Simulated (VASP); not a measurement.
# Hg3Os (P6_3/mmc) in VASP: single point with PBE

Aim: the single point of Hg3Os with PBE.

All numbers are computed with VASP 6.6.1; they aren't measurements. Logs are shortened: lines on timing, memory, paths and dates and some standing lists are left out, and cuts for length are marked.

## (1) The cell of the first run

Symmetry: P6_3/mmc, No. 194, hexagonal system. Conventional cell: a = 6.015 Å, b = 6.015 Å, c = 4.941 Å, α = 90.00°, β = 90.00°, γ = 120.00°. Hg (site symmetry mm2) has 8 Hg at 2.92 to 3.10 Å and 4 Os at 2.99 to 3.01 Å within 3.8 Å. Within 3.9 Å of Os (site symmetry -6m2) lie 12 Hg at 2.99 to 3.01 Å.

## (2) Single point, PBE

The input, INCAR:

```
ALGO     = Normal         # electronic algorithm
EDIFF    = 1E-6           # SCF threshold, eV
ENCUT    = 600            # plane-wave cutoff, eV
GGA      = PE             # functional
GGA_COMPAT= F            
ISIF     = 2              # what is computed and relaxed
ISMEAR   = 0              # smearing method
LASPH    = T              # aspherical terms in the spheres
LCHARG   = T              # write CHGCAR
LELF     = T              # ELF
LREAL    = F              # projectors in reciprocal space
LVHAR    = T            
LWAVE    = F              # write WAVECAR
NBANDS   = 54             # bands
NELM     = 120            # most SCF steps
PREC     = Accurate       # precision mode
SIGMA    = 0.1            # smearing width, eV
```

The input, KPOINTS:

```
k-points
0
Gamma
  6 6 8
```

The input, POSCAR:

```
Hg3Os
1.0
    6.0147855659      0.0000000000      0.0000000000
   -3.0073927829      5.2089570984      0.0000000000
    0.0000000000      0.0000000000      4.9414117789
Hg Os
6 2
Direct
    0.8282287035      0.6564574069      0.2500000000
    0.1717712965      0.8282287035      0.7500000000
    0.3435425931      0.1717712965      0.2500000000
    0.1717712965      0.3435425931      0.7500000000
    0.8282287035      0.1717712965      0.2500000000
    0.6564574069      0.8282287035      0.7500000000
    0.3333333333      0.6666666667      0.2500000000
    0.6666666667      0.3333333333      0.7500000000
```

Potentials or basis: VASP PAW PBE potentials, release 64 (Hg, Os).

Command:

```
$ cat potpaw_PBE.64/Hg/POTCAR potpaw_PBE.64/Os/POTCAR > POTCAR
$ mpirun -np 1 vasp_std > vasp.out
```

OUTCAR:

```text
EDIFF = 1E-6
   ENCUT = 600
   GGA = PE
   ISIF = 2
   ISMEAR = 0
   LASPH = T
   LREAL = F
   NELM = 120
   PREC = Accurate

 ion  position               nearest neighbor table
   1  0.828  0.656  0.250-   5 2.92   3 2.92   8 2.99   8 2.99   7 3.01   7 3.01   2 3.05   2 3.05
                             6 3.05   6 3.05   5 3.10   3 3.10
   2  0.172  0.828  0.750-   4 2.92   6 2.92   7 2.99   7 2.99   8 3.01   8 3.01   3 3.05   3 3.05
                             1 3.05   1 3.05   4 3.10   6 3.10
   3  0.344  0.172  0.250-   5 2.92   1 2.92   8 2.99   8 2.99   7 3.01   7 3.01   2 3.05   2 3.05
                             4 3.05   4 3.05   5 3.10   1 3.10
   4  0.172  0.344  0.750-   2 2.92   6 2.92   7 2.99   7 2.99   8 3.01   8 3.01   5 3.05   5 3.05
                             3 3.05   3 3.05   2 3.10   6 3.10
   5  0.828  0.172  0.250-   1 2.92   3 2.92   8 2.99   8 2.99   7 3.01   7 3.01   6 3.05   6 3.05
                             4 3.05   4 3.05   1 3.10   3 3.10
   6  0.656  0.828  0.750-   2 2.92   4 2.92   7 2.99   7 2.99   8 3.01   8 3.01   5 3.05   5 3.05
                             1 3.05   1 3.05   2 3.10   4 3.10
   7  0.333  0.667  0.250-   2 2.99   2 2.99   4 2.99   4 2.99   6 2.99   6 2.99   3 3.01   1 3.01
                             5 3.01   5 3.01   3 3.01   1 3.01
   8  0.667  0.333  0.750-   5 2.99   5 2.99   1 2.99   1 2.99   3 2.99   3 2.99   6 3.01   4 3.01
                             2 3.01   2 3.01   6 3.01   4 3.01

  LATTYP: Found a hexagonal cell.
 ALAT       =     6.0147855659
 C/A-ratio  =     0.8215441307

  Lattice vectors:

 A1 = (   6.0147855659,   0.0000000000,   0.0000000000)
 A2 = (  -3.0073927829,   5.2089570984,   0.0000000000)
 A3 = (   0.0000000000,   0.0000000000,   4.9414117789)

Analysis of symmetry for initial positions (statically):
=====================================================================
 Subroutine PRICEL returns:
 Original cell was already a primitive cell.

 Routine SETGRP: Setting up the symmetry group for a
 hexagonal supercell.

 Subroutine GETGRP returns: Found 24 space group operations
 (whereof 12 operations were pure point group operations)
 out of a pool of 24 trial point group operations.

The static configuration has the point symmetry D_3d.
 The point group associated with its full space group is D_6h.

Analysis of symmetry for dynamics (positions and initial velocities):
=====================================================================
 Subroutine PRICEL returns:
 Original cell was already a primitive cell.

 Routine SETGRP: Setting up the symmetry group for a
 hexagonal supercell.

 Subroutine GETGRP returns: Found 24 space group operations
 (whereof 12 operations were pure point group operations)
 out of a pool of 24 trial point group operations.

[... 119 lines left out ...]
   ISIF   =      2    stress and relaxation
   ISYM   =      2    0-nonsym 1-usesym 2-fastsym
   POTIM  = 0.5000    time-step for ionic-motion
   TEBEG  =    0.0;   TEEND  =   0.0 temperature during run
   PSTRESS=    0.0 pullay stress
   NELECT =      88.0000    total number of electrons
   NUPDOWN=      -1.0000    fix difference up-down
   EMIN   =  10.00;   EMAX   =-10.00  energy-range for DOS
   EFERMI =   0.00;   METHOD = LEGACY
   ISMEAR =     0;   SIGMA  =   0.10  broadening in eV -4-tet -1-fermi 0-gaus
   EFERMI_NEDOS =   21; number of points for ismear=-14 and -15
   IALGO  =     38    algorithm
   IMIX   =      4    mixing-type and parameters
     AMIX     =   0.40;   BMIX     =  1.00
     AMIX_MAG =   1.60;   BMIX_MAG =  1.00
  volume/ion in A,a.u.               =      19.35       130.60
  Fermi-wavevector in a.u.,A,eV,Ry     =   1.356110  2.562677 25.021598  1.839036
  Thomas-Fermi vector in A             =   2.483141
   LORBIT       =      0    0 simple, 1 ext, 2 COOP (PROOUT), +10 PAW based schemes
   GGA     = PE    functional components
   LHFCALC =     F    Hartree Fock is set to
   AEXX    =    0.0000 exact exchange contribution
   IVDW    =     0    specifies the selected vdW correction
   LEPSILON=     F    determine dielectric tensor
   LRPA    =     F    only Hartree local field effects (RPA)
 non-spin polarized calculation
 Gauss-broadening in eV      SIGMA  =   0.10
  energy-cutoff  :      600.00
  volume of cell :      154.82
 maximum number of plane-waves:      5196
   NGX = 25   NGY = 25   NGZ = 19

 number of electron      87.9999996 magnetization

 Free energy of the ion-electron system (eV)
  ---------------------------------------------------
  ext. energy  EPLUGINS =         0.00000000
  ---------------------------------------------------
  free energy    TOTEN  =       -16.78282717 eV

  energy without entropy =      -16.76412388  energy(sigma->0) =      -16.77347553

 E-fermi :   4.6078     XC(G=0): -12.0473

 val. band max:        4.5983109765   @ k =   0.3333   0.1667   0.5000
 cond. band min:       4.6210298470   @ k =   0.1667   0.1667   0.5000
 fundamental gap:      0.0227188705
 Fermi energy:         4.6077509804

 k-point     1 :       0.0000    0.0000    0.0000
  band No.  band energies     occupation
      1      -5.6152      2.00000
      2      -4.3038      2.00000
      3      -4.2000      2.00000
      4      -4.0098      2.00000
      5      -4.0098      2.00000
      6      -3.9685      2.00000
[... 1357 lines left out ...]
     53       9.8928      0.00000
     54      11.4647      0.00000

 [... further k-points ...]
[... 5 lines left out ...]
  --------------------------------------------------------------------------------------
  -------------------------------------------------------------------------------------
  Total        0.9099591      0.9099591      0.9125565      0.0000000     -0.0000000      0.0000000
  in kB        9.4169549      9.4169549      9.4438347      0.0000000     -0.0000000      0.0000000
  external PRESSURE =       9.4259148 kB  Pullay stress =       0.0000000 kB

 VOLUME and BASIS-vectors are now :
 -----------------------------------------------------------------------------
  energy-cutoff  :      600.00
  volume of cell :      154.82
      direct lattice vectors                 reciprocal lattice vectors
     6.014785566  0.000000000  0.000000000     0.166256966  0.095988504  0.000000000
    -3.007392783  5.208957098  0.000000000     0.000000000  0.191977008  0.000000000
     0.000000000  0.000000000  4.941411779     0.000000000  0.000000000  0.202371315

 POSITION                                       TOTAL-FORCE (eV/Angst)
 -----------------------------------------------------------------------------------
      3.00739      3.41946      1.23535         0.000000      0.021794      0.000000
     -1.45764      4.31421      3.70606        -0.018874      0.010897      0.000000
      1.54975      0.89475      1.23535        -0.018874     -0.010897      0.000000
     -0.00000      1.78950      3.70606        -0.000000     -0.021794     -0.000000
      4.46503      0.89475      1.23535         0.018874     -0.010897     -0.000000
      1.45764      4.31421      3.70606         0.018874      0.010897     -0.000000
     -0.00000      3.47264      1.23535         0.000000     -0.000000      0.000000
      3.00739      1.73632      3.70606        -0.000000      0.000000      0.000000
 -----------------------------------------------------------------------------------
    total drift:                               -0.000000      0.000000     -0.000000

  FREE ENERGIE OF THE ION-ELECTRON SYSTEM (eV)
  ---------------------------------------------------
  free  energy   TOTEN  =       -16.7828271717 eV

  energy  without entropy=      -16.7641238797  energy(sigma->0) =      -16.77347553
```

stdout:

```text
POSCAR found type information on POSCAR HgOs
 POSCAR found :  2 types and       8 ions
 scaLAPACK will be used
 LDA part: xc-table for (Slater+PW92), standard interpolation
 POSCAR, INCAR and KPOINTS ok, starting setup
 FFT: planning ... GRIDC
 FFT: planning ... GRID_SOFT
 FFT: planning ... GRID
 WAVECAR not read
 entering main loop
```

Run time: 6.9 min. Hardware: 1 thread of Intel Xeon 8259CL, shared host; peak memory 0.47 GiB.

What came out:

* Free energy: -16.7828 eV
* Pressure: 0.9 GPa
* Largest force: 0.022 eV/Å
* Band gap on the k mesh: zero (bands 44 and 45 overlap by 0.74 eV)

Forces in eV/Å, atoms in the order of the input:
```
Hg   0.000  0.022  0.000
Hg  -0.019  0.011  0.000
Hg  -0.019 -0.011  0.000
Hg   0.000 -0.022  0.000
Hg   0.019 -0.011  0.000
Hg   0.019  0.011  0.000
Os   0.000  0.000  0.000
Os   0.000  0.000  0.000
```

Levels at points of the mesh, in eV from the Fermi level:
```csv
k point,band 40,band 41,band 42,band 43,band 44,band 45,band 46,band 47,band 48,band 49
"(0.00, 0.00, 0.00)",-0.99,-0.76,-0.76,0.20,0.20,0.24,0.74,0.92,0.92,2.00
"(0.50, 0.00, 0.00)",-1.32,-0.90,-0.71,-0.51,0.34,0.58,1.33,1.52,2.42,2.63
"(0.00, 0.00, 0.50)",-1.39,-1.39,-1.39,-0.31,-0.31,0.32,0.32,0.32,0.32,2.35
"(0.50, 0.00, 0.50)",-1.40,-0.67,-0.67,-0.44,-0.44,0.49,0.49,0.76,0.76,4.01
```

Caveat: spin-orbit coupling is left out, which moves the levels of the heavy elements.
